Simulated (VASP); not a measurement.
# AlNi (P4/mmm) in VASP: further runs

Runs on AlNi. Level: PBEsol. Tasks: single point.

Everything below comes from runs of VASP 6.6.1. Logs are shortened: lines on timing, memory, paths and dates and some standing lists are left out, and cuts for length are marked.

**1. The cell of the first run**

The structure is tetragonal, space group P4/mmm (No. 123). The conventional cell has a = 2.830 Å, b = 2.830 Å, c = 2.908 Å, α = 90.00°, β = 90.00°, γ = 90.00°. Within 3.3 Å of Al (site symmetry 4/mmm) lie 8 Ni at 2.47 Å and 6 Al at 2.83 to 2.91 Å. Within 3.3 Å of Ni (site symmetry 4/mmm) lie 8 Al at 2.47 Å and 6 Ni at 2.83 to 2.91 Å.

**2. Single point, PBEsol (biaxial strain in the a-b plane: -1.0 %, then relaxed in part)**

INCAR

```
SYSTEM = AlNi
PREC     = Accurate       ! precision mode
ENCUT    = 520            ! plane-wave cutoff, eV
EDIFF    = 1E-7           ! SCF threshold, eV
ISMEAR   = 0              ! smearing method
SIGMA    = 0.1            ! smearing width, eV
LREAL    = .False.        ! projectors in reciprocal space
LASPH    = .True.         ! aspherical terms in the spheres
NELM     = 80             ! most SCF steps
ALGO     = Fast           ! electronic algorithm
ISIF     = 2              ! what is computed and relaxed
LWAVE    = .False.        ! write WAVECAR
LCHARG   = .True.         ! write CHGCAR
GGA      = PS             ! functional
LELF     = .True.         ! ELF
LVHAR    = .True.       
NBANDS   = 14             ! bands
```

KPOINTS

```
Automatic mesh
0
Gamma
  18 18 18
  0 0 0
```

POSCAR

```
AlNi
1.0
    2.8300188908      0.0000000000      0.0000000000
    0.0000000000      2.8300188908      0.0000000000
    0.0000000000      0.0000000000      2.9080912857
Al Ni
1 1
Direct
    0.0000000000      0.0000000000      0.0000000000
    0.5000000000      0.5000000000      0.5000000000
```

Potentials or basis: VASP PAW PBE potentials, release 64 (Al, Ni).

The run is started by

```
cat potpaw_PBE.64/Al/POTCAR potpaw_PBE.64/Ni/POTCAR > POTCAR
mpirun -np 1 vasp_std > vasp.out
```

OUTCAR:

```text
SYSTEM = AlNi
   PREC = Accurate
   ENCUT = 520
   EDIFF = 1E-7
   ISMEAR = 0
   LREAL = .False.
   LASPH = .True.
   NELM = 80
   ISIF = 2
   GGA = PS

 ion  position               nearest neighbor table
   1  0.000  0.000  0.000-   2 2.47   2 2.47   2 2.47   2 2.47   2 2.47   2 2.47   2 2.47   2 2.47

   2  0.500  0.500  0.500-   1 2.47   1 2.47   1 2.47   1 2.47   1 2.47   1 2.47   1 2.47   1 2.47

  LATTYP: Found a simple tetragonal cell.
 ALAT       =     2.8300188908
 C/A-ratio  =     1.0275872345

  Lattice vectors:

 A1 = (   2.8300188908,   0.0000000000,   0.0000000000)
 A2 = (   0.0000000000,   2.8300188908,   0.0000000000)
 A3 = (   0.0000000000,   0.0000000000,   2.9080912857)

Analysis of symmetry for initial positions (statically):
=====================================================================
 Subroutine PRICEL returns:
 Original cell was already a primitive cell.

 Routine SETGRP: Setting up the symmetry group for a
 simple tetragonal supercell.

 Subroutine GETGRP returns: Found 16 space group operations
 (whereof 16 operations were pure point group operations)
 out of a pool of 16 trial point group operations.

The static configuration has the point symmetry D_4h.

Analysis of symmetry for dynamics (positions and initial velocities):
=====================================================================
 Subroutine PRICEL returns:
 Original cell was already a primitive cell.

 Routine SETGRP: Setting up the symmetry group for a
 simple tetragonal supercell.

 Subroutine GETGRP returns: Found 16 space group operations
 (whereof 16 operations were pure point group operations)
 out of a pool of 16 trial point group operations.

The dynamic configuration has the point symmetry D_4h.

 Subroutine INISYM returns: Found 16 space group operations
 (whereof 16 operations are pure point group operations),
 and found     1 'primitive' translations

----------------------------------------------------------------------------------------

                                     Primitive cell

  volume of cell :      23.2909

  direct lattice vectors                    reciprocal lattice vectors
     2.830018891  0.000000000  0.000000000     0.353354532  0.000000000  0.000000000
     0.000000000  2.830018891  0.000000000     0.000000000  0.353354532  0.000000000
     0.000000000  0.000000000  2.908091286     0.000000000  0.000000000  0.343868160

  length of vectors
     2.830018891  2.830018891  2.908091286     0.353354532  0.353354532  0.343868160

  position of ions in fractional coordinates (direct lattice)
     0.000000000  0.000000000  0.000000000
     0.500000000  0.500000000  0.500000000

  ion indices of the primitive-cell ions
   primitive index   ion index
                 1           1
                 2           2

----------------------------------------------------------------------------------------

 KPOINTS: Automatic mesh

Automatic generation of k-mesh.
 Grid dimensions read from file:
 generate k-points for:   18   18   18

 Generating k-lattice:

  Cartesian coordinates                     Fractional coordinates (reciprocal lattice)
     0.019630807  0.000000000  0.000000000     0.055555556  0.000000000  0.000000000
     0.000000000  0.019630807  0.000000000     0.000000000  0.055555556  0.000000000
     0.000000000  0.000000000  0.019103787     0.000000000  0.000000000  0.055555556

  Length of vectors
     0.019630807  0.019630807  0.019103787

  Shift w.r.t. Gamma in fractional coordinates (k-lattice)
     0.000000000  0.000000000  0.000000000

 Subroutine IBZKPT returns following result:
 ===========================================

 Found    550 irreducible k-points:

 Following reciprocal coordinates:
            Coordinates               Weight
  0.000000  0.000000  0.000000      1.000000
  0.055556  0.000000  0.000000      4.000000
  0.111111  0.000000  0.000000      4.000000
  0.166667  0.000000  0.000000      4.000000
  0.222222  0.000000  0.000000      4.000000
  0.277778  0.000000  0.000000      4.000000
[... 16 lines left out ...]
  0.277778  0.111111  0.000000      8.000000
  0.333333  0.111111  0.000000      8.000000
 [... further k-points ...]
   k-points           NKPTS =    550   k-points in BZ     NKDIM =    550   number of bands    NBANDS=     14
   number of dos      NEDOS =    301   number of ions     NIONS =      2
   total plane-waves  NPLWV =  13824
   dimension x,y,z NGX =    24 NGY =   24 NGZ =   24
   dimension x,y,z NGXF=    48 NGYF=   48 NGZF=   48
   ions per type =               1   1
   NGX,Y,Z   is equivalent  to a cutoff of  14.10, 14.10, 13.72 a.u.
   NGXF,Y,Z  is equivalent  to a cutoff of  28.20, 28.20, 27.44 a.u.
 SYSTEM =  AlNi
   PREC   = accura    normal or accurate (medium, high low for compatibility)
   ISTART =      0    job   : 0-new  1-cont  2-samecut
   ICHARG =      2    charge: 1-file 2-atom 10-const
   ISPIN  =      1    spin polarized calculation?
   LNONCOLLINEAR =      F non collinear calculations
   LSORBIT =      F    spin-orbit coupling
   LASPH  =      T    aspherical Exc in radial PAW
   ENCUT  =  520.0 eV  38.22 Ry    6.18 a.u.   5.26  5.26  5.41*2*pi/ulx,y,z
   NELM   =     80;   NELMIN=  2; NELMDL= -5     # of ELM steps
   EDIFF  = 0.1E-06   stopping-criterion for ELM
   LREAL  =      F    real-space projection
   EDIFFG = 0.1E-05   stopping-criterion for IOM
   NSW    =      0    number of steps for IOM
   IBRION =     -1    ionic relax: 0-MD 1-quasi-New 2-CG
   NFREE  =      0    steps in history (QN), initial steepest desc. (CG)
   ISIF   =      2    stress and relaxation
   ISYM   =      2    0-nonsym 1-usesym 2-fastsym
   POTIM  = 0.5000    time-step for ionic-motion
   TEBEG  =    0.0;   TEEND  =   0.0 temperature during run
   PSTRESS=    0.0 pullay stress
   NELECT =      13.0000    total number of electrons
   NUPDOWN=      -1.0000    fix difference up-down
   EMIN   =  10.00;   EMAX   =-10.00  energy-range for DOS
   EFERMI =   0.00;   METHOD = LEGACY
   ISMEAR =     0;   SIGMA  =   0.10  broadening in eV -4-tet -1-fermi 0-gaus
   EFERMI_NEDOS =   21; number of points for ismear=-14 and -15
   IALGO  =     68    algorithm
   IMIX   =      4    mixing-type and parameters
     AMIX     =   0.40;   BMIX     =  1.00
     AMIX_MAG =   1.60;   BMIX_MAG =  1.00
  volume/ion in A,a.u.               =      11.65        78.59
  Fermi-wavevector in a.u.,A,eV,Ry     =   1.347908  2.547178 24.719841  1.816857
  Thomas-Fermi vector in A             =   2.475621
   LORBIT       =      0    0 simple, 1 ext, 2 COOP (PROOUT), +10 PAW based schemes
   GGA     = PS    functional components
   LHFCALC =     F    Hartree Fock is set to
   AEXX    =    0.0000 exact exchange contribution
   IVDW    =     0    specifies the selected vdW correction
   LEPSILON=     F    determine dielectric tensor
   LRPA    =     F    only Hartree local field effects (RPA)
 non-spin polarized calculation
 RMM-DIIS sequential band-by-band and
 Gauss-broadening in eV      SIGMA  =   0.10
  energy-cutoff  :      520.00
  volume of cell :       23.29
 maximum number of plane-waves:       648
 NGX is ok and might be reduce to    24
   NGX = 11   NGY = 11   NGZ = 11

 number of electron      13.0000003 magnetization

 Free energy of the ion-electron system (eV)
  ---------------------------------------------------
  ext. energy  EPLUGINS =         0.00000000
  ---------------------------------------------------
  free energy    TOTEN  =       -11.58548021 eV

  energy without entropy =      -11.58206512  energy(sigma->0) =      -11.58377267

 E-fermi :  10.2558     XC(G=0): -12.2944

 val. band max:       10.2554060543   @ k =   0.3333   0.0556   0.0556
 cond. band min:      10.2762018687   @ k =   0.1667   0.1111   0.3333
 fundamental gap:      0.0207958144
 Fermi energy:        10.2558326253

 k-point     1 :       0.0000    0.0000    0.0000
  band No.  band energies     occupation
      1      -1.0776      2.00000
      2       6.8711      2.00000
      3       6.8951      2.00000
      4       8.6299      2.00000
      5       8.6299      2.00000
      6       8.7063      2.00000
      7      15.2083      0.00000
      8      16.1907      0.00000
      9      16.1907      0.00000
     10      18.3361      0.00000
     11      18.5899      0.00000
     12      24.4888      0.00000
     13      31.2559      0.00000
     14      31.2571      0.00000

 k-point     2 :       0.0556    0.0000    0.0000
  band No.  band energies     occupation
      1      -1.0186      2.00000
      2       6.8799      2.00000
      3       6.8997      2.00000
      4       8.6002      2.00000
      5       8.6329      2.00000
      6       8.6806      2.00000
      7      15.2891      0.00000
      8      15.4758      0.00000
      9      16.2674      0.00000
     10      18.3814      0.00000
     11      19.1858      0.00000
     12      24.7102      0.00000
     13      30.4793      0.00000
     14      31.1928      0.00000

 k-point     3 :       0.1111    0.0000    0.0000
  band No.  band energies     occupation
      1      -0.8421      2.00000
      2       6.8749      2.00000
      3       6.9353      2.00000
      4       8.5172      2.00000
      5       8.6083      2.00000
      6       8.6415      2.00000
      7      14.2060      0.00000
      8      15.5258      0.00000
      9      16.4930      0.00000
     10      18.3994      0.00000
     11      20.1976      0.00000
     12      25.3977      0.00000
     13      29.1128      0.00000
     14      29.8643      0.00000

 k-point     4 :       0.1667    0.0000    0.0000
  band No.  band energies     occupation
      1      -0.5497      2.00000
      2       6.8250      2.00000
      3       7.0004      2.00000
      4       8.3963      2.00000
      5       8.5018      2.00000
      6       8.6548      2.00000
      7      12.9148      0.00000
      8      15.9038      0.00000
      9      16.8558      0.00000
     10      18.4190      0.00000
     11      21.0726      0.00000
     12      26.5560      0.00000
     13      27.6903      0.00000
     14      28.4723      0.00000

 k-point     5 :       0.2222    0.0000    0.0000
  band No.  band energies     occupation
      1      -0.1444      2.00000
      2       6.6827      2.00000
      3       7.0830      2.00000
      4       8.2570      2.00000
      5       8.3777      2.00000
      6       8.6711      2.00000
      7      11.7549      0.00000
      8      16.4046      0.00000
      9      17.3404      0.00000
     10      18.4437      0.00000
     11      21.7787      0.00000
[... 276 lines left out ...]
 k-point    22 :       0.2222    0.1111    0.0000
  band No.  band energies     occupation
      1       0.0841      2.00000
      2       6.7632      2.00000
      3       7.0909      2.00000
      4       8.2522      2.00000
      5       8.2705      2.00000
      6       8.5723      2.00000
      7      11.9262      0.00000
      8      15.2641      0.00000
      9      16.7044      0.00000
     10      19.3881      0.00000
     11      23.1999      0.00000
     12      25.0421      0.00000
     13      26.4642      0.00000
     14      28.3422      0.00000

 k-point    23 :       0.2778    0.1111    0.0000
  band No.  band energies     occupation
      1       0.5938      2.00000
      2       6.4688      2.00000
      3       7.1862      2.00000
      4       8.1354      2.00000
      5       8.1412      2.00000
      6       8.5910      2.00000
      7      10.9760      0.00000
      8      15.7287      0.00000
      9      17.3043      0.00000
     10      19.4754      0.00000
     11      23.6340      0.00000
     12      24.1319      0.00000
     13      25.1574      0.00000
     14      28.2110      0.00000

 k-point    24 :       0.3333    0.1111    0.0000
  band No.  band energies     occupation
      1       1.2047      2.00000
      2       5.9514      2.00000
      3       7.2819      2.00000
      4       8.0149      2.00000
      5       8.0562      2.00000
      6       8.6091      2.00000
      7      10.3008      0.52525
      8      16.2622      0.00000
      9      17.9950      0.00000
     10      19.5009      0.00000
     11      22.8243      0.00000
     12      23.9255      0.00000
     13      24.5604      0.00000
     14      27.3205      0.00000

 [... further k-points ...]
[... 5 lines left out ...]
  --------------------------------------------------------------------------------------
  -------------------------------------------------------------------------------------
  Total        0.2820608      0.2820608      0.0118119      0.0000000      0.0000000      0.0000000
  in kB       19.4029005     19.4029005      0.8125406      0.0000000      0.0000000      0.0000000
  external PRESSURE =      13.2061138 kB  Pullay stress =       0.0000000 kB

 VOLUME and BASIS-vectors are now :
 -----------------------------------------------------------------------------
  energy-cutoff  :      520.00
  volume of cell :       23.29
      direct lattice vectors                 reciprocal lattice vectors
     2.830018891  0.000000000  0.000000000     0.353354532  0.000000000  0.000000000
     0.000000000  2.830018891  0.000000000     0.000000000  0.353354532  0.000000000
     0.000000000  0.000000000  2.908091286     0.000000000  0.000000000  0.343868160

 POSITION                                       TOTAL-FORCE (eV/Angst)
 -----------------------------------------------------------------------------------
      0.00000      0.00000      0.00000         0.000000      0.000000      0.000000
      1.41501      1.41501      1.45405         0.000000      0.000000      0.000000
 -----------------------------------------------------------------------------------
    total drift:                                0.000000      0.000000     -0.000000

  FREE ENERGIE OF THE ION-ELECTRON SYSTEM (eV)
  ---------------------------------------------------
  free  energy   TOTEN  =       -11.5854802148 eV

  energy  without entropy=      -11.5820651153  energy(sigma->0) =      -11.58377267
```

It took 100 s on 1 thread of AMD EPYC 9R45 (Zen 5), shared host; peak memory 0.26 GiB.

Results:

| Item | Value |
| --- | --- |
| Free energy | -11.5855 eV |
| Pressure | 1.3 GPa |

Stress tensor (GPa, compression positive):
```
1.94 0.00 0.00
0.00 1.94 0.00
0.00 0.00 0.08
```

Caveat: the cell differs from its parent crystal (biaxial strain in the a-b plane: -1.0 %, then relaxed in part); the PAW data sets were made with another functional, which shifts forces and pressure a little. Spin polarisation is off, so any magnetic state and its effect on volume and gap are missing.

**3. Single point, PBEsol**

This run uses another cell than the first one, of 11.72 Å³/atom, 1.007 times its volume.

INCAR

```
ALGO = Fast ; EDIFF = 1E-7
ENCUT = 520 ; GGA = PS
ISIF = 2 ; ISMEAR = 0
LASPH = True ; LCHARG = False
LREAL = False ; LWAVE = False
NBANDS = 14 ; NELM = 100
PREC = Accurate ; SIGMA = 0.1
```

KPOINTS

```
k-points
0
Gamma
  18 18 18
```

POSCAR

```
AlNi
1.0
    2.8586049402      0.0000000000      0.0000000000
    0.0000000000      2.8586049402      0.0000000000
    0.0000000000      0.0000000000      2.8694088113
Al Ni
1 1
Direct
    0.0000000000      0.0000000000      0.0000000000
    0.5000000000      0.5000000000      0.5000000000
```

Potentials or basis: VASP PAW PBE potentials, release 64 (Al, Ni).

The run is started by

```
cat potpaw_PBE.64/Al/POTCAR potpaw_PBE.64/Ni/POTCAR > POTCAR
mpirun -np 1 vasp_std > vasp.out
```

Wall time 1.8 min (1 thread of AMD EPYC 9R45 (Zen 5), shared host); peak memory 0.26 GiB.

Results (log left out):

* Free energy: -11.5886 eV
* Pressure: 0.1 GPa

Stress tensor (GPa, compression positive):
```
 0.22  0.00  0.00
 0.00  0.22  0.00
 0.00  0.00 -0.04
```

Levels at points of the mesh, in eV from the Fermi level:
| k point | band 5 | band 6 | band 7 | band 8 | band 9 | band 10 |
| --- | --- | --- | --- | --- | --- | --- |
| (0.00, 0.00, 0.00) | -1.59 | -1.58 | 5.48 | 5.62 | 5.62 | 8.18 |
| (0.50, 0.00, 0.00) | -2.31 | -1.50 | -0.66 | 8.31 | 10.00 | 10.12 |
| (0.50, 0.50, 0.00) | -2.15 | -2.15 | -1.04 | 1.51 | 2.61 | 12.43 |
| (0.00, 0.00, 0.50) | -2.31 | -1.49 | -0.68 | 8.31 | 10.11 | 10.11 |
| (0.50, 0.00, 0.50) | -2.14 | -2.13 | -1.05 | 1.48 | 2.57 | 12.53 |
| (0.50, 0.50, 0.50) | -1.01 | 1.95 | 1.96 | 1.96 | 3.89 | 4.54 |

Caveat: the PAW data sets were made with another functional, which shifts forces and pressure a little. Spin polarisation is off, so any magnetic state and its effect on volume and gap are missing.

**4. Single point, PBEsol (biaxial strain in the a-b plane: +1.0 %, then relaxed in part)**

INCAR

```
SYSTEM = AlNi
  PREC = Accurate
  ENCUT = 520
  EDIFF = 1E-6
  ISMEAR = 0
  SIGMA = 0.1
  LREAL = .False.
  LASPH = .True.
  NELM = 80
  ALGO = Fast
  ISIF = 2
  LWAVE = .False.
  LCHARG = .False.
  GGA = PS
  NBANDS = 14
```

KPOINTS

```
Automatic mesh
0
Gamma
  18 18 18
  0 0 0
```

POSCAR

```
AlNi
1.0
    2.8871909896      0.0000000000      0.0000000000
    0.0000000000      2.8871909896      0.0000000000
    0.0000000000      0.0000000000      2.8304106724
Al Ni
1 1
Direct
    0.0000000000      0.0000000000      0.0000000000
    0.5000000000      0.5000000000      0.5000000000
```

The run is started by

```
cat potpaw_PBE.64/Al/POTCAR potpaw_PBE.64/Ni/POTCAR > POTCAR
mpirun -np 1 vasp_std > vasp.out
```

Run time: 92 s. Hardware: 1 thread of AMD EPYC 9R45 (Zen 5), shared host; peak memory 0.26 GiB.

It converged, with:

| Item | Value |
| --- | --- |
| Free energy | -11.5869 eV |
| Pressure | -1.1 GPa |

Stress tensor (GPa, compression positive):
```
-1.62  0.00  0.00
 0.00 -1.62  0.00
 0.00  0.00 -0.04
```

Levels at points of the mesh, in eV from the Fermi level:
```
           k point  band 3  band 4  band 5  band 6  band 7  band 8  band 9  band 10  band 11  band 12
(0.00, 0.00, 0.00)   -3.30   -1.61   -1.55   -1.55    5.31    5.31    6.03     8.10     8.25    13.98
(0.50, 0.00, 0.00)   -2.83   -2.33   -2.22   -1.47   -0.71    8.30    9.80    10.48    10.76    11.36
(0.50, 0.50, 0.00)   -3.01   -3.01   -2.06   -2.06   -1.07    1.35    2.44    12.76    15.52    15.52
(0.00, 0.00, 0.50)   -2.79   -2.33   -2.33   -1.51   -0.56    8.31    9.88     9.88    10.97    10.97
(0.50, 0.00, 0.50)   -2.93   -2.83   -2.16   -2.14   -1.02    1.55    2.62    12.27    14.98    15.19
(0.50, 0.50, 0.50)   -4.17   -1.03   -0.98    1.95    1.95    1.99    3.84     4.39     4.60     4.60
```

Caveat: the cell differs from its parent crystal (biaxial strain in the a-b plane: +1.0 %, then relaxed in part); the PAW data sets were made with another functional, which shifts forces and pressure a little. Spin polarisation is off, so any magnetic state and its effect on volume and gap are missing.

(Continued in part 2 of 2.)
